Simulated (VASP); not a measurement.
# HfC (I4/mmm) in VASP: a series of runs, part 2 of 2

VASP 6.6.1. The steps go on from the part before.

## Step 3: Single point, PBEsol (strain +0.0250 x Voigt [0, 1, 0, 0, 0, 0])

INCAR reads:

```
PREC = Accurate
ENCUT = 520
EDIFF = 1E-6
ISMEAR = 0
SIGMA = 0.15
LREAL = F
LASPH = T
NELM = 80
ALGO = Normal
ISIF = 2
LWAVE = F
LCHARG = F
GGA = PS
NBANDS = 14
```

KPOINTS reads:

```
Automatic mesh
0
Gamma
  18 18 18
```

POSCAR reads:

```
HfC
1.0
    0.0000000000      2.3831250000      2.3250000000
    2.3250000000      0.0000000000      2.3250000000
    2.3250000000      2.3831250000      0.0000000000
Hf C
1 1
Direct
    0.5000000000      0.5000000000      0.5000000000
    0.0000000000      0.0000000000      0.0000000000
```

Potentials or basis: VASP PAW PBE potentials, release 64 (Hf_pv, C).

Run with:

```bash
cat potpaw_PBE.64/Hf_pv/POTCAR potpaw_PBE.64/C/POTCAR > POTCAR
mpirun -np 1 vasp_std > vasp.out
```

Wall time 4.1 min (1 thread of Intel Xeon 8259CL, shared host); peak memory 0.3 GiB.

The run converged. Its results:

```
Free energy            : -22.1326 eV
Pressure               : -12.0 GPa
Band gap on the k mesh : zero (bands 7 and 8 overlap by 1.51 eV)
```

Stress tensor (GPa, compression positive):
```
 -9.26   0.00   0.00
  0.00 -17.58   0.00
  0.00   0.00  -9.26
```

Levels at points of the mesh, in eV from the Fermi level:
| k point | band 3 | band 4 | band 5 | band 6 | band 7 | band 8 | band 9 | band 10 | band 11 | band 12 |
| --- | --- | --- | --- | --- | --- | --- | --- | --- | --- | --- |
| (0.00, 0.00, 0.00) | -29.61 | -12.16 | 0.94 | 1.05 | 1.05 | 1.17 | 1.43 | 1.43 | 3.07 | 3.45 |
| (0.50, 0.00, 0.00) | -29.66 | -8.50 | -6.06 | -2.93 | -2.88 | 5.06 | 5.24 | 5.63 | 6.38 | 10.76 |
| (0.50, 0.50, 0.00) | -29.85 | -10.24 | -2.52 | -1.76 | -0.19 | -0.11 | 5.12 | 6.36 | 6.68 | 8.06 |
| (0.50, 0.00, 0.50) | -29.80 | -10.28 | -2.78 | -1.71 | -0.01 | -0.01 | 5.15 | 6.51 | 6.51 | 8.00 |

Caveat: the cell differs from its parent crystal (strain +0.0250 x Voigt [0, 1, 0, 0, 0, 0]); the stress differs along the axes, from -18 to -9 GPa; the PAW data sets were made with another functional, which shifts forces and pressure a little; spin-orbit coupling is left out, which moves the levels of the heavy elements.

## Step 4: Single point, PBEsol (strain +0.0500 x Voigt [0, 1, 0, 0, 0, 0])

INCAR reads:

```
SYSTEM = HfC
  PREC = Accurate
  ENCUT = 520
  EDIFF = 1E-6
  ISMEAR = 0
  SIGMA = 0.15
  LREAL = .FALSE.
  LASPH = .TRUE.
  NELM = 60
  ALGO = Normal
  ISIF = 2
  LWAVE = .FALSE.
  LCHARG = .FALSE.
  GGA = PS
  NBANDS = 14
```

KPOINTS reads:

```
Automatic mesh
0
G
  18 18 18
  0 0 0
```

POSCAR reads:

```
HfC
1.0
    0.0000000000      2.4412500000      2.3250000000
    2.3250000000      0.0000000000      2.3250000000
    2.3250000000      2.4412500000      0.0000000000
Hf C
1 1
Direct
    0.5000000000      0.5000000000      0.5000000000
    0.0000000000      0.0000000000      0.0000000000
```

Potentials or basis: VASP PAW PBE potentials, release 64 (Hf_pv, C).

Run with:

```bash
cat potpaw_PBE.64/Hf_pv/POTCAR potpaw_PBE.64/C/POTCAR > POTCAR
mpirun -np 1 vasp_std > vasp.out
```

OUTCAR:

```text
SYSTEM = HfC
   PREC = Accurate
   ENCUT = 520
   EDIFF = 1E-6
   ISMEAR = 0
   LREAL = .FALSE.
   LASPH = .TRUE.
   NELM = 60
   ISIF = 2
   GGA = PS

 ion  position               nearest neighbor table
   1  0.500  0.500  0.500-   2 2.33   2 2.33   2 2.33   2 2.33   2 2.44   2 2.44
   2  0.000  0.000  0.000-   1 2.33   1 2.33   1 2.33   1 2.33   1 2.44   1 2.44

  LATTYP: Found a body centered tetragonal cell.
 ALAT       =     3.2880465325
 C/A-ratio  =     1.4849242405

  Lattice vectors:

 A1 = (   0.0000000000,  -2.4412500000,   2.3250000000)
[... 596 lines left out ...]

  FORCE on cell =-STRESS in cart. coord.  units (eV):
  Direction    XX          YY          ZZ          XY          YZ          ZX
  --------------------------------------------------------------------------------------
  -------------------------------------------------------------------------------------
  Total       -1.8631798     -4.1651815     -1.8631798     -0.0000000      0.0000000      0.0000000
  in kB     -113.1037965   -252.8461529   -113.1037965     -0.0000000      0.0000000      0.0000000
  external PRESSURE =    -159.6845820 kB  Pullay stress =       0.0000000 kB

 VOLUME and BASIS-vectors are now :
 -----------------------------------------------------------------------------
  energy-cutoff  :      520.00
  volume of cell :       26.39
      direct lattice vectors                 reciprocal lattice vectors
     0.000000000  2.441250000  2.325000000    -0.215053763  0.204813108  0.215053763
     2.325000000  0.000000000  2.325000000     0.215053763 -0.204813108  0.215053763
     2.325000000  2.441250000  0.000000000     0.215053763  0.204813108 -0.215053763

 POSITION                                       TOTAL-FORCE (eV/Angst)
 -----------------------------------------------------------------------------------
      2.32500      2.44125      2.32500        -0.000000      0.000000      0.000000
      0.00000      0.00000      0.00000         0.000000      0.000000     -0.000000
 -----------------------------------------------------------------------------------
    total drift:                                0.000000      0.000000      0.000000

  FREE ENERGIE OF THE ION-ELECTRON SYSTEM (eV)
  ---------------------------------------------------
  free  energy   TOTEN  =       -22.0479467302 eV

  energy  without entropy=      -22.0446405486  energy(sigma->0) =      -22.04629364
```

OSZICAR:

```text
N       E                     dE             d eps       ncg     rms          rms(c)
DAV:   1     0.220050640069E+02    0.22005E+02   -0.77331E+03 13472   0.977E+02
DAV:   2    -0.234154096967E+02   -0.45420E+02   -0.42528E+02 17438   0.199E+02
DAV:   3    -0.250136670892E+02   -0.15983E+01   -0.15925E+01 16398   0.269E+01
DAV:   4    -0.250213955389E+02   -0.77284E-02   -0.77280E-02 15688   0.232E+00
DAV:   5    -0.250214466457E+02   -0.51107E-04   -0.51107E-04 16478   0.171E-01    0.538E+01
DAV:   6    -0.221551528895E+02    0.28663E+01   -0.11151E+01 15054   0.172E+01    0.386E+01
DAV:   7    -0.220723042312E+02    0.82849E-01   -0.58696E-01 16740   0.514E+00    0.237E+01
DAV:   8    -0.220565108973E+02    0.15793E-01   -0.99582E-02 15600   0.237E+00    0.627E+00
DAV:   9    -0.220483351790E+02    0.81757E-02   -0.28287E-02 15210   0.989E-01    0.215E+00
DAV:  10    -0.220479535803E+02    0.38160E-03   -0.17188E-03 17070   0.298E-01    0.534E-02
DAV:  11    -0.220479467498E+02    0.68305E-05   -0.99921E-05 15666   0.818E-02    0.514E-02
DAV:  12    -0.220479467302E+02    0.19613E-07   -0.22919E-06 16548   0.124E-02
   1 F= -.22047947E+02 E0= -.22046294E+02  d E =-.330618E-02
```

Run time: 4.5 min. Hardware: 1 thread of Intel Xeon 8259CL, shared host; peak memory 0.3 GiB.

Results:

* Free energy: -22.0479 eV
* Pressure: -16.0 GPa
* Band gap on the k mesh: zero (bands 7 and 8 overlap by 1.56 eV)

Caveat: the cell differs from its parent crystal (strain +0.0500 x Voigt [0, 1, 0, 0, 0, 0]); the stress differs along the axes, from -25 to -11 GPa; the PAW data sets were made with another functional, which shifts forces and pressure a little; spin-orbit coupling is left out, which moves the levels of the heavy elements.

## Step 5: Single point, PBEsol (strain +0.0750 x Voigt [0, 1, 0, 0, 0, 0])

Changes to INCAR since step 4:

```diff
@@ -8,3 +8,3 @@
   LASPH = .TRUE.
-  NELM = 60
+  NELM = 100
   ALGO = Normal
```

KPOINTS is that of step 4.

POSCAR reads:

```
HfC
1.0
    0.0000000000      2.4993750000      2.3250000000
    2.3250000000      0.0000000000      2.3250000000
    2.3250000000      2.4993750000      0.0000000000
Hf C
1 1
Direct
    0.5000000000      0.5000000000      0.5000000000
    0.0000000000      0.0000000000      0.0000000000
```

Run with:

```bash
cat potpaw_PBE.64/Hf_pv/POTCAR potpaw_PBE.64/C/POTCAR > POTCAR
mpirun -np 1 vasp_std > vasp.out
```

Wall time 4.7 min (1 thread of Intel Xeon 8259CL, shared host); peak memory 0.31 GiB.

It converged, with:

```yaml
Free_energy: -21.9378 eV
Pressure: -19.0 GPa
Band_gap_on_the_k_mesh: zero (bands 7 and 8 overlap by 1.62 eV)
```

Stress tensor (GPa, compression positive):
```
-13.14   0.00   0.00
  0.00 -30.68   0.00
  0.00   0.00 -13.14
```

Levels at points of the mesh, in eV from the Fermi level:
| k point | band 5 | band 6 | band 7 | band 8 | band 9 | band 10 |
| --- | --- | --- | --- | --- | --- | --- |
| (0.00, 0.00, 0.00) | 0.79 | 0.85 | 1.06 | 1.06 | 1.56 | 1.56 |
| (0.50, 0.00, 0.00) | -5.87 | -2.89 | -2.74 | 4.67 | 5.07 | 5.45 |
| (0.50, 0.50, 0.00) | -2.41 | -1.64 | -0.35 | -0.20 | 4.62 | 5.65 |
| (0.50, 0.00, 0.50) | -3.08 | -1.52 | 0.11 | 0.11 | 4.88 | 6.08 |

Caveat: the cell differs from its parent crystal (strain +0.0750 x Voigt [0, 1, 0, 0, 0, 0]); the stress differs along the axes, from -31 to -13 GPa; the PAW data sets were made with another functional, which shifts forces and pressure a little; spin-orbit coupling is left out, which moves the levels of the heavy elements.

## Step 6: The runs side by side

```tsv
cell	gap on the mesh (eV)	pressure (GPa)
a = 3.247, b = 3.288 Å, angles 59.6, 60.8, 59.6°, 2 atoms	none	-0.6
a = 3.329, b = 3.288 Å, angles 60.4, 59.2, 60.4°, 2 atoms	none	-12.0
a = 3.371, b = 3.288 Å, angles 60.8, 58.4, 60.8°, 2 atoms	none	-16.0
a = 3.414, b = 3.288 Å, angles 61.2, 57.6, 61.2°, 2 atoms	none	-19.0
```

Alike in all rows: task single point; level PBEsol; potentials or basis VASP PAW PBE potentials, release 64 (Hf_pv, C); no spin polarisation; k mesh 18 × 18 × 18; cutoff (eV) 520; smearing gaussian 0.15 eV.

Caveats: the PAW data sets were made with another functional, which shifts forces and pressure a little; spin-orbit coupling is left out, which moves the levels of the heavy elements; the stress differs along the axes, from -4 to 7 GPa (at least some runs); the stress differs along the axes, from -18 to -9 GPa (at least some runs); the stress differs along the axes, from -25 to -11 GPa (at least some runs); the stress differs along the axes, from -31 to -13 GPa (at least some runs).

Absolute energies hang on the potentials; compare differences alone.
